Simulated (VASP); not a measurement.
# Mo in VASP: single point with PBE+D3(BJ)

Aim: the single point of Mo with PBE+D3(BJ).

Everything below comes from runs of VASP 6.6.1. Logs are shortened: lines on timing, memory, paths and dates and some standing lists are left out, and cuts for length are marked.

## (1) The cell of the first run

The cell holds a slab with vacuum, 16 atoms: a = 5.422 Å, b = 5.422 Å, c = 23.640 Å, α = 90.00°, β = 90.00°, γ = 109.47°.

## (2) Single point, PBE+D3(BJ)

INCAR

```
PREC = Accurate ; ENCUT = 520
EDIFF = 1E-7 ; ISMEAR = 0
SIGMA = 0.1 ; LREAL = Auto
LASPH = True ; NELM = 80
ALGO = Fast ; ISIF = 2
LWAVE = False ; LCHARG = False
LDIPOL = True ; IDIPOL = 3
DIPOL = 0.5 0.5 0.499 ; GGA = PE
IVDW = 12 ; NBANDS = 126
```

KPOINTS

```
Automatic mesh
0
Gamma
  6 6 1
```

POSCAR

```
Mo
1.0
    5.4216946106      0.0000000000      0.0000000000
   -1.8072315369      5.1116226996      0.0000000000
    0.0000000000      0.0000000000     23.6401926686
Mo
16
Direct
    0.2500000000      0.2500000000      0.3595571373
    0.2500000000      0.7500000000      0.3595571373
    0.7500000000      0.2500000000      0.3595571373
    0.7500000000      0.7500000000      0.3595571373
    0.5000000000      0.5000000000      0.4531857124
    0.5000000000      0.0000000000      0.4531857124
    0.0000000000      0.5000000000      0.4531857124
    0.0000000000      0.0000000000      0.4531857124
    0.7500000000      0.7500000000      0.5472619718
    0.7500000000      0.2500000000      0.5472619718
    0.2500000000      0.7500000000      0.5472619718
    0.2500000000      0.2500000000      0.5472619718
    0.0000000000      0.0000000000      0.6379104451
    0.0000000000      0.5000000000      0.6379104451
    0.5000000000      0.0000000000      0.6379104451
    0.5000000000      0.5000000000      0.6379104451
```

Potentials or basis: VASP PAW PBE potentials, release 64 (Mo_sv).

Command:

```sh
cat potpaw_PBE.64/Mo_sv/POTCAR > POTCAR
mpirun -np 1 vasp_std > vasp.out
```

OUTCAR:

```text
PREC = Accurate
   ENCUT = 520
   EDIFF = 1E-7
   ISMEAR = 0
   LREAL = Auto
   LASPH = True
   NELM = 80
   ISIF = 2
   GGA = PE
   IVDW = 12
 IVDW          = 12

 ion  position               nearest neighbor table
   1  0.250  0.250  0.360-   5 2.71   8 2.71   3 2.71   3 2.71   2 2.71   2 2.71   7 3.13   6 3.13
                             4 3.13   4 3.13
   2  0.250  0.750  0.360-   6 2.71   7 2.71   4 2.71   4 2.71   1 2.71   1 2.71   5 3.13   8 3.13
                             3 3.13   3 3.13
   3  0.750  0.250  0.360-   6 2.71   7 2.71   1 2.71   1 2.71   4 2.71   4 2.71   5 3.13   8 3.13
                             2 3.13   2 3.13
   4  0.750  0.750  0.360-   5 2.71   8 2.71   2 2.71   2 2.71   3 2.71   3 2.71   7 3.13   6 3.13
                             1 3.13   1 3.13
   5  0.500  0.500  0.453-   1 2.71   4 2.71   7 2.71   7 2.71   6 2.71   6 2.71   9 2.72  12 2.72
                             3 3.13   2 3.13   8 3.13   8 3.13  10 3.14  11 3.14
   6  0.500  0.000  0.453-   2 2.71   3 2.71   8 2.71   8 2.71   5 2.71   5 2.71  10 2.72  11 2.72
                             1 3.13   4 3.13   7 3.13   7 3.13  12 3.14   9 3.14
   7  0.000  0.500  0.453-   2 2.71   3 2.71   5 2.71   5 2.71   8 2.71   8 2.71  10 2.72  11 2.72
                             1 3.13   4 3.13   6 3.13   6 3.13  12 3.14   9 3.14
   8  0.000  0.000  0.453-   1 2.71   4 2.71   6 2.71   6 2.71   7 2.71   7 2.71   9 2.72  12 2.72
                             3 3.13   2 3.13   5 3.13   5 3.13  10 3.14  11 3.14
   9  0.750  0.750  0.547-  13 2.65  16 2.65  11 2.71  11 2.71  10 2.71  10 2.71   5 2.72   8 2.72
                            15 3.08  14 3.08  12 3.13  12 3.13   7 3.14   6 3.14
  10  0.750  0.250  0.547-  14 2.65  15 2.65  12 2.71  12 2.71   9 2.71   9 2.71   6 2.72   7 2.72
                            13 3.08  16 3.08  11 3.13  11 3.13   5 3.14   8 3.14
  11  0.250  0.750  0.547-  14 2.65  15 2.65   9 2.71   9 2.71  12 2.71  12 2.71   6 2.72   7 2.72
                            13 3.08  16 3.08  10 3.13  10 3.13   5 3.14   8 3.14
  12  0.250  0.250  0.547-  13 2.65  16 2.65  10 2.71  10 2.71  11 2.71  11 2.71   5 2.72   8 2.72
                            15 3.08  14 3.08   9 3.13   9 3.13   7 3.14   6 3.14
  13  0.000  0.000  0.638-   9 2.65  12 2.65  15 2.71  15 2.71  14 2.71  14 2.71  11 3.08  10 3.08
                            16 3.13  16 3.13
  14  0.000  0.500  0.638-  10 2.65  11 2.65  16 2.71  16 2.71  13 2.71  13 2.71   9 3.08  12 3.08
                            15 3.13  15 3.13
  15  0.500  0.000  0.638-  10 2.65  11 2.65  13 2.71  13 2.71  16 2.71  16 2.71   9 3.08  12 3.08
                            14 3.13  14 3.13
  16  0.500  0.500  0.638-   9 2.65  12 2.65  14 2.71  14 2.71  15 2.71  15 2.71  11 3.08  10 3.08
                            13 3.13  13 3.13

  LATTYP: Found a base centered orthorhombic cell.
 ALAT       =     6.2604336858
 B/A-ratio  =     1.4142135624
 C/A-ratio  =     3.7761269994

  Lattice vectors:

 A1 = (   5.4216946106,   0.0000000000,   0.0000000000)
 A2 = (  -1.8072315369,   5.1116226996,   0.0000000000)
 A3 = (   0.0000000000,   0.0000000000,  23.6401926686)

Analysis of symmetry for initial positions (statically):
=====================================================================
 Subroutine PRICEL returns following result:

  LATTYP: Found a base centered orthorhombic cell.
 ALAT       =     3.1302168429
 B/A-ratio  =     1.4142135624
 C/A-ratio  =     7.5522539987

  Lattice vectors:

 A1 = (   2.7108473053,   0.0000000000,   0.0000000000)
 A2 = (  -0.9036157685,   2.5558113498,   0.0000000000)
 A3 = (   0.0000000000,   0.0000000000,  23.6401926686)

   4 primitive cells build up your supercell.

 Routine SETGRP: Setting up the symmetry group for a
 base centered orthorhombic supercell.

 Subroutine GETGRP returns: Found  4 space group operations
 (whereof  4 operations were pure point group operations)
 out of a pool of  8 trial point group operations.

The static configuration has the point symmetry C_2v.

Analysis of symmetry for dynamics (positions and initial velocities):
=====================================================================
 Subroutine PRICEL returns following result:

  LATTYP: Found a base centered orthorhombic cell.
 ALAT       =     3.1302168429
 B/A-ratio  =     1.4142135624
 C/A-ratio  =     7.5522539987

  Lattice vectors:

 A1 = (   2.7108473053,   0.0000000000,   0.0000000000)
 A2 = (  -0.9036157685,   2.5558113498,   0.0000000000)
 A3 = (   0.0000000000,   0.0000000000,  23.6401926686)

   4 primitive cells build up your supercell.

 Routine SETGRP: Setting up the symmetry group for a
 base centered orthorhombic supercell.

 Subroutine GETGRP returns: Found  4 space group operations
 (whereof  4 operations were pure point group operations)
 out of a pool of  8 trial point group operations.

The dynamic configuration has the point symmetry C_2v.

 Subroutine INISYM returns: Found  4 space group operations
 (whereof  4 operations are pure point group operations),
 and found     4 'primitive' translations

----------------------------------------------------------------------------------------

                                     Primitive cell

  volume of cell :     163.7890

  direct lattice vectors                    reciprocal lattice vectors
     2.710847305  0.000000000  0.000000000     0.368888354  0.130421728  0.000000000
    -0.903615768  2.555811350  0.000000000     0.000000000  0.391265185  0.000000000
     0.000000000  0.000000000 23.640192669     0.000000000  0.000000000  0.042300840

  length of vectors
     2.710847305  2.710847305 23.640192669     0.391265185  0.391265185  0.042300840

  position of ions in fractional coordinates (direct lattice)
     0.500000000  0.500000000  0.359557137
     0.000000000  0.000000000  0.453185712
     0.500000000  0.500000000  0.547261972
     0.000000000  0.000000000  0.637910445

  ion indices of the primitive-cell ions
   primitive index   ion index
                 1           1
                 2           5
                 3          12
                 4          13

----------------------------------------------------------------------------------------

 KPOINTS: Automatic mesh

Automatic generation of k-mesh.
 Grid dimensions read from file:
 generate k-points for:    6    6    1

 Generating k-lattice:

  Cartesian coordinates                     Fractional coordinates (reciprocal lattice)
     0.030740696  0.010868477  0.000000000     0.166666667 -0.000000000  0.000000000
     0.000000000  0.032605432  0.000000000     0.000000000  0.166666667  0.000000000
     0.000000000  0.000000000  0.042300840     0.000000000  0.000000000  1.000000000

  Length of vectors
     0.032605432  0.032605432  0.042300840

  Shift w.r.t. Gamma in fractional coordinates (k-lattice)
     0.000000000  0.000000000  0.000000000

 Subroutine IBZKPT returns following result:
 ===========================================

 Found     13 irreducible k-points:

 Following reciprocal coordinates:
            Coordinates               Weight
  0.000000  0.000000  0.000000      1.000000
  0.166667  0.000000  0.000000      4.000000
  0.333333  0.000000  0.000000      4.000000
  0.500000  0.000000  0.000000      2.000000
  0.166667  0.166667  0.000000      2.000000
  0.333333  0.166667  0.000000      4.000000
  0.500000  0.166667  0.000000      4.000000
 -0.333333  0.166667  0.000000      4.000000
 -0.166667  0.166667  0.000000      2.000000
  0.333333  0.333333  0.000000      2.000000
  0.500000  0.333333  0.000000      4.000000
 -0.333333  0.333333  0.000000      2.000000
  0.500000  0.500000  0.000000      1.000000
   k-points           NKPTS =     13   k-points in BZ     NKDIM =     13   number of bands    NBANDS=    126
   number of dos      NEDOS =    301   number of ions     NIONS =     16
   total plane-waves  NPLWV = 288000
   dimension x,y,z NGX =    40 NGY =   40 NGZ =  180
   dimension x,y,z NGXF=    80 NGYF=   80 NGZF=  360
   ions per type =              16
   NGX,Y,Z   is equivalent  to a cutoff of  12.27, 12.27, 12.66 a.u.
   NGXF,Y,Z  is equivalent  to a cutoff of  24.53, 24.53, 25.32 a.u.
 SYSTEM =  unknown system
   PREC   = accura    normal or accurate (medium, high low for compatibility)
   ISTART =      0    job   : 0-new  1-cont  2-samecut
   ICHARG =      2    charge: 1-file 2-atom 10-const
   ISPIN  =      1    spin polarized calculation?
   LNONCOLLINEAR =      F non collinear calculations
   LSORBIT =      F    spin-orbit coupling
   LASPH  =      T    aspherical Exc in radial PAW
   ENCUT  =  520.0 eV  38.22 Ry    6.18 a.u.  10.08 10.08 43.96*2*pi/ulx,y,z
   NELM   =     80;   NELMIN=  2; NELMDL= -5     # of ELM steps
   EDIFF  = 0.1E-06   stopping-criterion for ELM
   LREAL  =      T    real-space projection
   EDIFFG = 0.1E-05   stopping-criterion for IOM
   NSW    =      0    number of steps for IOM
   IBRION =     -1    ionic relax: 0-MD 1-quasi-New 2-CG
   NFREE  =      0    steps in history (QN), initial steepest desc. (CG)
   ISIF   =      2    stress and relaxation
   ISYM   =      2    0-nonsym 1-usesym 2-fastsym
   POTIM  = 0.5000    time-step for ionic-motion
   TEBEG  =    0.0;   TEEND  =   0.0 temperature during run
   PSTRESS=    0.0 pullay stress
   NELECT =     224.0000    total number of electrons
   NUPDOWN=      -1.0000    fix difference up-down
   EMIN   =  10.00;   EMAX   =-10.00  energy-range for DOS
   EFERMI =   0.00;   METHOD = LEGACY
   ISMEAR =     0;   SIGMA  =   0.10  broadening in eV -4-tet -1-fermi 0-gaus
   EFERMI_NEDOS =   21; number of points for ismear=-14 and -15
   IALGO  =     68    algorithm
   IMIX   =      4    mixing-type and parameters
     AMIX     =   0.40;   BMIX     =  1.00
     AMIX_MAG =   1.60;   BMIX_MAG =  1.00
  volume/ion in A,a.u.               =      40.95       276.33
  Fermi-wavevector in a.u.,A,eV,Ry     =   1.144746  2.163257 17.829672  1.310444
  Thomas-Fermi vector in A             =   2.281437
   LORBIT       =      0    0 simple, 1 ext, 2 COOP (PROOUT), +10 PAW based schemes
   GGA     = PE    functional components
   LHFCALC =     F    Hartree Fock is set to
   AEXX    =    0.0000 exact exchange contribution
   IVDW    =    12    specifies the selected vdW correction
   LEPSILON=     F    determine dielectric tensor
   LRPA    =     F    only Hartree local field effects (RPA)
 non-spin polarized calculation
 RMM-DIIS sequential band-by-band and
 Gauss-broadening in eV      SIGMA  =   0.10
  energy-cutoff  :      520.00
  volume of cell :      655.16
 maximum number of plane-waves:     17708
   NGX = 21   NGY = 21   NGZ = 87

 dipolmoment           0.000000      0.000000      0.000980 electrons x Angstroem

 number of electron     223.9999978 magnetization

 dipolmoment           0.000000      0.000000     -0.014105 electrons x Angstroem

 Free energy of the ion-electron system (eV)
  ---------------------------------------------------
  ext. energy  EPLUGINS =         0.00000000
  ---------------------------------------------------
  free energy    TOTEN  =      -165.28049155 eV

  energy without entropy =     -165.21293906  energy(sigma->0) =     -165.24671530

 E-fermi :   2.0210     XC(G=0):  -5.9569

 val. band max:        2.0197492801   @ k =   0.1667   0.0000   0.0000
 cond. band min:       2.0265040566   @ k =   0.3333   0.1667   0.0000
 fundamental gap:      0.0067547764
 Fermi energy:         2.0209711045

 k-point     1 :       0.0000    0.0000    0.0000
  band No.  band energies     occupation
      1     -59.3394      2.00000
      2     -59.2154      2.00000
      3     -59.1075      2.00000
      4     -59.1075      2.00000
      5     -59.1031      2.00000
      6     -59.1031      2.00000
[... 1640 lines left out ...]
    123       2.3304      0.00001
    124       2.3313      0.00001
 [bands above 124 left out]

------------------------ aborting loop because EDIFF is reached ----------------------------------------

 vacuum level on the upper side and lower side of the slab       (xc-potential included)        -0.062         0.027

 Edisp (eV)   -8.55176

 E8    (eV) :    -4.1771

  FORCE on cell =-STRESS in cart. coord.  units (eV):
  Direction    XX          YY          ZZ          XY          YZ          ZX
  --------------------------------------------------------------------------------------
  -------------------------------------------------------------------------------------
  Total     -12.96532   -13.04705    -3.44802    -0.11559     0.00000     0.00000
  in kB     -31.70656   -31.90643    -8.43210    -0.28266     0.00000     0.00000
  external pressure =      -24.02 kB  Pullay stress =        0.00 kB

 VOLUME and BASIS-vectors are now :
 -----------------------------------------------------------------------------
  energy-cutoff  :      520.00
  volume of cell :      655.16
      direct lattice vectors                 reciprocal lattice vectors
     5.421694611  0.000000000  0.000000000     0.184444177  0.065210864  0.000000000
    -1.807231537  5.111622700  0.000000000     0.000000000  0.195632592  0.000000000
     0.000000000  0.000000000 23.640192669     0.000000000  0.000000000  0.042300840

 POSITION                                       TOTAL-FORCE (eV/Angst)
 -----------------------------------------------------------------------------------
      0.90362      1.27791      8.50000        -0.000000      0.000000      0.442754
     -0.00000      3.83372      8.50000        -0.000000      0.000000      0.442754
      3.61446      1.27791      8.50000        -0.000000     -0.000000      0.442754
      2.71085      3.83372      8.50000         0.000000      0.000000      0.442754
      1.80723      2.55581     10.71340        -0.000000     -0.000000     -0.480115
      2.71085      0.00000     10.71340        -0.000000     -0.000000     -0.480115
[... 8 lines left out ...]
      2.71085      0.00000     15.08033         0.000000     -0.000000      0.032348
      1.80723      2.55581     15.08033        -0.000000      0.000000      0.032348
 -----------------------------------------------------------------------------------
    total drift:                                0.000000      0.000000      0.000076

  FREE ENERGIE OF THE ION-ELECTRON SYSTEM (eV)
  ---------------------------------------------------
  free  energy   TOTEN  =      -173.8322473871 eV

  energy  without entropy=     -173.7646948941  energy(sigma->0) =     -173.79847114

 vacuum level on the upper side and lower side of the slab         6.629         6.721
```

It took 1.8 h on 1 thread of Oxide Virtual Turin-like, shared host; peak memory 0.95 GiB.

What came out:

```
Free energy                : -173.8322 eV
Largest force              : 0.480 eV/Å
Band gap on the k mesh     : zero (bands 112 and 113 overlap by 1.68 eV)
Dispersion energy per atom : -0.534 eV
```

Forces on the atoms (eV/Å):
```
Mo   0.000  0.000  0.443
Mo   0.000  0.000  0.443
Mo   0.000  0.000  0.443
Mo   0.000  0.000  0.443
Mo   0.000  0.000 -0.480
Mo   0.000  0.000 -0.480
Mo   0.000  0.000 -0.480
Mo   0.000  0.000 -0.480
Mo   0.000  0.000  0.005
Mo   0.000  0.000  0.005
Mo   0.000  0.000  0.005
Mo   0.000  0.000  0.005
Mo   0.000  0.000  0.032
Mo   0.000  0.000  0.032
Mo   0.000  0.000  0.032
Mo   0.000  0.000  0.032
```

Levels at points of the mesh, in eV from the Fermi level:
```csv
k point,band 110,band 111,band 112,band 113,band 114,band 115
"(0.00, 0.00, 0.00)",0.78,1.00,1.00,1.00,1.02,1.02
"(0.50, 0.00, 0.00)",-0.73,-0.66,-0.66,0.11,0.11,0.42
"(0.50, 0.50, 0.00)",-0.82,-0.80,-0.80,-0.69,-0.69,-0.55
```
